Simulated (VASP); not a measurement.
# Ni (Im-3m) in VASP: notebook

Runs on Ni. Level: RPBE. Tasks: single point, relaxation of cell and atoms.

Program: VASP 6.6.1. These are calculated values, not measurements. Logs are shortened: lines on timing, memory, paths and dates and some standing lists are left out, and cuts for length are marked.

## (1) The cell of the first run

It takes space group Im-3m (No. 229, cubic). Conventional cell: a = 2.865 Å, b = 2.865 Å, c = 2.865 Å, α = 90.00°, β = 90.00°, γ = 90.00°. Within 3.3 Å of Ni (site symmetry m-3m) lie 14 Ni at 2.48 to 2.87 Å.

This isn't the form of Ni at room conditions, which is fcc.

## (2) Single point, RPBE, collinear spin, ferromagnetic start (11.76 Å³/atom)

Input file INCAR:

```
SYSTEM = Ni
PREC = Accurate ; ENCUT = 520
EDIFF = 1E-7 ; ISMEAR = -1
SIGMA = 0.05 ; LREAL = .False.
LASPH = .True. ; NELM = 150
ALGO = Normal ; ISIF = 2
LWAVE = .False. ; LCHARG = .True.
ISPIN = 2 ; MAGMOM = 0.612
LORBIT = 11 ; LMAXMIX = 4
GGA = RP ; LELF = .True.
LVHAR = .True. ; NBANDS = 15
```

Input file KPOINTS:

```
Automatic mesh
0
Gamma
  18 18 18
  0 0 0
```

Input file POSCAR:

```
Ni
1.0
   -1.4327324358      1.4327324358      1.4327324358
    1.4327324358     -1.4327324358      1.4327324358
    1.4327324358      1.4327324358     -1.4327324358
Ni
1
Direct
    0.0000000000      0.0000000000      0.0000000000
```

Potentials or basis: VASP PAW PBE potentials, release 64 (Ni).

Command:

```console
$ cat potpaw_PBE.64/Ni/POTCAR > POTCAR
$ mpirun -np 1 vasp_std > vasp.out
```

OUTCAR:

```text
SYSTEM = Ni
   PREC = Accurate
   ENCUT = 520
   EDIFF = 1E-7
   ISMEAR = -1
   LREAL = .False.
   LASPH = .True.
   NELM = 150
   ISIF = 2
   ISPIN = 2
   LORBIT = 11
   GGA = RP

 ion  position               nearest neighbor table
   1  0.000  0.000  0.000-

  LATTYP: Found a body centered cubic cell.
 ALAT       =     2.8654648716

  Lattice vectors:

 A1 = (  -1.4327324358,   1.4327324358,   1.4327324358)
 A2 = (   1.4327324358,  -1.4327324358,   1.4327324358)
 A3 = (   1.4327324358,   1.4327324358,  -1.4327324358)

Analysis of symmetry for initial positions (statically):
=====================================================================
 Subroutine PRICEL returns:
 Original cell was already a primitive cell.

 Routine SETGRP: Setting up the symmetry group for a
 body centered cubic supercell.

 Subroutine GETGRP returns: Found 48 space group operations
 (whereof 48 operations were pure point group operations)
 out of a pool of 48 trial point group operations.

The static configuration has the point symmetry O_h .

Analysis of symmetry for dynamics (positions and initial velocities):
=====================================================================
 Subroutine PRICEL returns:
 Original cell was already a primitive cell.

 Routine SETGRP: Setting up the symmetry group for a
 body centered cubic supercell.

 Subroutine GETGRP returns: Found 48 space group operations
 (whereof 48 operations were pure point group operations)
 out of a pool of 48 trial point group operations.

The dynamic configuration has the point symmetry O_h .

Analysis of structural, dynamic, and magnetic symmetry:
=====================================================================
 Subroutine PRICEL returns:
 Original cell was already a primitive cell.

 Routine SETGRP: Setting up the symmetry group for a
 body centered cubic supercell.

 Subroutine GETGRP returns: Found 48 space group operations
 (whereof 48 operations were pure point group operations)
 out of a pool of 48 trial point group operations.

The overall configuration has the point symmetry O_h .

 Subroutine INISYM returns: Found 48 space group operations
 (whereof 48 operations are pure point group operations),
 and found     1 'primitive' translations

----------------------------------------------------------------------------------------

                                     Primitive cell

  volume of cell :      11.7640

  direct lattice vectors                    reciprocal lattice vectors
    -1.432732436  1.432732436  1.432732436     0.000000000  0.348983514  0.348983514
     1.432732436 -1.432732436  1.432732436     0.348983514  0.000000000  0.348983514
     1.432732436  1.432732436 -1.432732436     0.348983514  0.348983514  0.000000000

  length of vectors
     2.481565372  2.481565372  2.481565372     0.493537218  0.493537218  0.493537218

  position of ions in fractional coordinates (direct lattice)
     0.000000000  0.000000000  0.000000000

  ion indices of the primitive-cell ions
   primitive index   ion index
                 1           1

----------------------------------------------------------------------------------------

 KPOINTS: Automatic mesh

Automatic generation of k-mesh.
 Grid dimensions read from file:
 generate k-points for:   18   18   18

 Generating k-lattice:

  Cartesian coordinates                     Fractional coordinates (reciprocal lattice)
     0.000000000  0.019387973  0.019387973     0.055555556  0.000000000  0.000000000
     0.019387973  0.000000000  0.019387973     0.000000000  0.055555556  0.000000000
     0.019387973  0.019387973  0.000000000     0.000000000  0.000000000  0.055555556

  Length of vectors
     0.027418734  0.027418734  0.027418734

  Shift w.r.t. Gamma in fractional coordinates (k-lattice)
     0.000000000  0.000000000  0.000000000

 Subroutine IBZKPT returns following result:
 ===========================================

 Found    195 irreducible k-points:

 Following reciprocal coordinates:
            Coordinates               Weight
  0.000000  0.000000  0.000000      1.000000
  0.055556  0.000000  0.000000     12.000000
  0.111111  0.000000  0.000000     12.000000
  0.166667  0.000000  0.000000     12.000000
  0.222222  0.000000  0.000000     12.000000
  0.277778  0.000000  0.000000     12.000000
[... 16 lines left out ...]
  0.333333  0.111111  0.000000     48.000000
  0.388889  0.111111  0.000000     48.000000
 [... further k-points ...]
   k-points           NKPTS =    195   k-points in BZ     NKDIM =    195   number of bands    NBANDS=     15
   number of dos      NEDOS =    301   number of ions     NIONS =      1
   total plane-waves  NPLWV =   5832
   dimension x,y,z NGX =    18 NGY =   18 NGZ =   18
   dimension x,y,z NGXF=    36 NGYF=   36 NGZF=   36
   ions per type =               1
   NGX,Y,Z   is equivalent  to a cutoff of  12.06, 12.06, 12.06 a.u.
   NGXF,Y,Z  is equivalent  to a cutoff of  24.12, 24.12, 24.12 a.u.
 SYSTEM =  Ni
   PREC   = accura    normal or accurate (medium, high low for compatibility)
   ISTART =      0    job   : 0-new  1-cont  2-samecut
   ICHARG =      2    charge: 1-file 2-atom 10-const
   ISPIN  =      2    spin polarized calculation?
   LNONCOLLINEAR =      F non collinear calculations
   LSORBIT =      F    spin-orbit coupling
   LASPH  =      T    aspherical Exc in radial PAW
   ENCUT  =  520.0 eV  38.22 Ry    6.18 a.u.   4.61  4.61  4.61*2*pi/ulx,y,z
   NELM   =    150;   NELMIN=  2; NELMDL= -5     # of ELM steps
   EDIFF  = 0.1E-06   stopping-criterion for ELM
   LREAL  =      F    real-space projection
   EDIFFG = 0.1E-05   stopping-criterion for IOM
   NSW    =      0    number of steps for IOM
   IBRION =     -1    ionic relax: 0-MD 1-quasi-New 2-CG
   NFREE  =      0    steps in history (QN), initial steepest desc. (CG)
   ISIF   =      2    stress and relaxation
   ISYM   =      2    0-nonsym 1-usesym 2-fastsym
   POTIM  = 0.5000    time-step for ionic-motion
   TEBEG  =    0.0;   TEEND  =   0.0 temperature during run
   PSTRESS=    0.0 pullay stress
   NELECT =      10.0000    total number of electrons
   NUPDOWN=      -1.0000    fix difference up-down
   EMIN   =  10.00;   EMAX   =-10.00  energy-range for DOS
   EFERMI =   0.00;   METHOD = LEGACY
   ISMEAR =    -1;   SIGMA  =   0.05  broadening in eV -4-tet -1-fermi 0-gaus
   EFERMI_NEDOS =   21; number of points for ismear=-14 and -15
   IALGO  =     38    algorithm
   IMIX   =      4    mixing-type and parameters
     AMIX     =   0.40;   BMIX     =  1.00
     AMIX_MAG =   1.60;   BMIX_MAG =  1.00
  volume/ion in A,a.u.               =      11.76        79.39
  Fermi-wavevector in a.u.,A,eV,Ry     =   1.550802  2.930591 32.721841  2.404987
  Thomas-Fermi vector in A             =   2.655413
   LORBIT       =     11    0 simple, 1 ext, 2 COOP (PROOUT), +10 PAW based schemes
   GGA     = RP    functional components
   LHFCALC =     F    Hartree Fock is set to
   AEXX    =    0.0000 exact exchange contribution
   IVDW    =     0    specifies the selected vdW correction
   LEPSILON=     F    determine dielectric tensor
   LRPA    =     F    only Hartree local field effects (RPA)
 spin polarized calculation
  energy-cutoff  :      520.00
  volume of cell :       11.76
 maximum number of plane-waves:       329
   NGX =  9   NGY =  9   NGZ =  9

 number of electron      10.0000011 magnetization       0.5886395

 Free energy of the ion-electron system (eV)
  ---------------------------------------------------
  ext. energy  EPLUGINS =         0.00000000
  ---------------------------------------------------
  free energy    TOTEN  =        -4.86027011 eV

  energy without entropy =       -4.84605788  energy(sigma->0) =       -4.85316399

 E-fermi :   8.3655     XC(G=0): -12.6692

 val. band max:        8.3617985015   @ k =   0.1667   0.1667   0.0000
 cond. band min:       8.3664756310   @ k =  -0.2222   0.2778   0.1111
 fundamental gap:      0.0046771295
 Fermi energy:         8.3655281758

 spin component 1

 k-point     1 :       0.0000    0.0000    0.0000
  band No.  band energies     occupation
      1       0.0054      1.00000
      2       6.2153      1.00000
      3       6.2153      1.00000
      4       6.2153      1.00000
      5       7.4951      1.00000
      6       7.4951      1.00000
      7      33.9607      0.00000
      8      33.9607      0.00000
      9      33.9607      0.00000
     10      38.3624      0.00000
     11      38.3624      0.00000
     12      38.7533      0.00000
     13      38.7533      0.00000
     14      38.7533      0.00000
     15      39.8240      0.00000
[... 397 lines left out ...]
 k-point    24 :       0.3889    0.1111    0.0000
  band No.  band energies     occupation
      1       4.3279      1.00000
      2       5.4647      1.00000
      3       6.8939      1.00000
      4       7.3860      1.00000
      5       7.7700      0.99999
      6       9.5374      0.00000
      7      15.2371      0.00000
      8      23.8418      0.00000
      9      27.0644      0.00000
     10      32.7143      0.00000
     11      37.0442      0.00000
     12      40.7968      0.00000
     13      45.7796      0.00000
     14      49.4701      0.00000
     15      53.9022      0.00000

 [... further k-points ...]

 spin component 2

 k-point     1 :       0.0000    0.0000    0.0000
  band No.  band energies     occupation
      1      -0.0431      1.00000
      2       6.9533      1.00000
      3       6.9533      1.00000
      4       6.9533      1.00000
      5       8.0150      0.99910
      6       8.0150      0.99910
      7      33.8061      0.00000
      8      33.8061      0.00000
      9      33.8061      0.00000
     10      38.2441      0.00000
     11      38.2441      0.00000
     12      38.9312      0.00000
     13      38.9312      0.00000
     14      38.9312      0.00000
     15      39.9419      0.00000
[... 397 lines left out ...]
 k-point    24 :       0.3889    0.1111    0.0000
  band No.  band energies     occupation
      1       4.6969      1.00000
      2       6.1293      1.00000
      3       7.2573      1.00000
      4       7.9903      0.99945
      5       8.3779      0.43840
      6       9.9444      0.00000
      7      15.5112      0.00000
      8      23.8872      0.00000
      9      27.0831      0.00000
     10      32.7363      0.00000
     11      37.0890      0.00000
     12      40.7407      0.00000
     13      45.8630      0.00000
     14      49.4422      0.00000
     15      53.9240      0.00000

 [... further k-points ...]

------------------------ aborting loop because EDIFF is reached ----------------------------------------

  FORCE on cell =-STRESS in cart. coord.  units (eV):
  Direction    XX          YY          ZZ          XY          YZ          ZX
  --------------------------------------------------------------------------------------
  -------------------------------------------------------------------------------------
  Total       -0.4299149     -0.4299149     -0.4299149      0.0000000      0.0000000     -0.0000000
  in kB      -58.5514659    -58.5514659    -58.5514659      0.0000000      0.0000000     -0.0000000
  external PRESSURE =     -58.5514659 kB  Pullay stress =       0.0000000 kB

 VOLUME and BASIS-vectors are now :
 -----------------------------------------------------------------------------
  energy-cutoff  :      520.00
  volume of cell :       11.76
      direct lattice vectors                 reciprocal lattice vectors
    -1.432732436  1.432732436  1.432732436     0.000000000  0.348983514  0.348983514
     1.432732436 -1.432732436  1.432732436     0.348983514  0.000000000  0.348983514
     1.432732436  1.432732436 -1.432732436     0.348983514  0.348983514  0.000000000

 POSITION                                       TOTAL-FORCE (eV/Angst)
 -----------------------------------------------------------------------------------
      0.00000      0.00000      0.00000         0.000000      0.000000      0.000000
 -----------------------------------------------------------------------------------
    total drift:                                0.000000      0.000000      0.000000

  FREE ENERGIE OF THE ION-ELECTRON SYSTEM (eV)
  ---------------------------------------------------
  free  energy   TOTEN  =        -4.8602701052 eV

  energy  without entropy=       -4.8460578838  energy(sigma->0) =       -4.85316399

 total charge

# of ion       s       p       d       tot
------------------------------------------
    1        0.459   0.423   8.298   9.180

 magnetization (x)

# of ion       s       p       d       tot
------------------------------------------
    1       -0.005  -0.019   0.629   0.605
```

Run time: 2.1 min. Hardware: 1 thread of Intel Xeon 8259CL, shared host; peak memory 0.16 GiB.

Results:

* Free energy: -4.8603 eV
* Pressure: -5.9 GPa
* Net moment: 0.59 μB per cell
* Site moments: Ni +0.60 μB
* Valence electrons inside the program's atomic spheres: Ni 9.18

Levels at points of the mesh, in eV from the Fermi level:
Spin up:
```csv
k point,band 3,band 4,band 5,band 6,band 7,band 8
"(0.00, 0.00, 0.00)",-2.15,-2.15,-0.87,-0.87,25.60,25.60
"(0.50, 0.00, 0.00)",-0.95,-0.74,-0.18,0.38,5.91,18.39
"(0.50, 0.50, 0.50)",-0.37,-0.37,-0.37,9.34,9.34,9.34
```
Spin down:
```
           k point  band 3  band 4  band 5  band 6  band 7  band 8
(0.00, 0.00, 0.00)   -1.41   -1.41   -0.35   -0.35   25.44   25.44
(0.50, 0.00, 0.00)   -0.35   -0.21    0.30    0.67    6.26   18.29
(0.50, 0.50, 0.50)    0.46    0.46    0.46    9.34    9.34    9.34
```

Caveat: the cell stands under tension; the PAW data sets were made with another functional, which shifts forces and pressure a little.

## (3) Single point, RPBE, collinear spin, ferromagnetic start (12.22 Å³/atom)

This run uses another cell than the first one, of 12.22 Å³/atom.

Input file INCAR:

```
PREC = Accurate
ENCUT = 520
EDIFF = 1E-7
ISMEAR = -1
SIGMA = 0.05
LREAL = F
LASPH = T
NELM = 150
ALGO = Normal
ISIF = 2
LWAVE = F
LCHARG = F
ISPIN = 2
MAGMOM = 0.612
LORBIT = 11
LMAXMIX = 4
GGA = RP
NBANDS = 15
```

Input file KPOINTS:

```
Automatic mesh
0
Gamma
  18 18 18
```

Input file POSCAR:

```
Ni
1.0
   -1.4508702149      1.4508702149      1.4508702149
    1.4508702149     -1.4508702149      1.4508702149
    1.4508702149      1.4508702149     -1.4508702149
Ni
1
Direct
    0.0000000000      0.0000000000      0.0000000000
```

Potentials or basis: VASP PAW PBE potentials, release 64 (Ni).

Command:

```console
$ cat potpaw_PBE.64/Ni/POTCAR > POTCAR
$ mpirun -np 1 vasp_std > vasp.out
```

Wall time 2.1 min (1 thread of Intel Xeon 8259CL, shared host); peak memory 0.17 GiB.

The run converged. Its results:

| Property | Result |
| --- | --- |
| Free energy | -4.8366 eV |
| Pressure | -10.7 GPa |
| Net moment | 0.60 μB per cell |
| Site moments | Ni +0.62 μB |
| Valence electrons inside the program's atomic spheres | Ni 9.13 |

Levels at points of the mesh, in eV from the Fermi level:
Spin up:
```csv
k point,band 2,band 3,band 4,band 5,band 6,band 7,band 8,band 9
"(0.00, 0.00, 0.00)",-2.08,-2.08,-2.08,-0.86,-0.86,25.20,25.20,25.20
"(0.50, 0.00, 0.00)",-2.84,-0.95,-0.74,-0.22,0.42,5.64,18.05,18.44
"(0.50, 0.50, 0.50)",-3.60,-0.40,-0.40,-0.40,9.12,9.12,9.12,14.53
```
Spin down:
```
           k point  band 3  band 4  band 5  band 6  band 7  band 8
(0.00, 0.00, 0.00)   -1.33   -1.33   -0.33   -0.33   25.03   25.03
(0.50, 0.00, 0.00)   -0.34   -0.20    0.34    0.63    5.99   17.94
(0.50, 0.50, 0.50)    0.44    0.44    0.44    9.11    9.11    9.11
```

Caveat: the cell stands under tension; the PAW data sets were made with another functional, which shifts forces and pressure a little.

[end of part 1 of 2]
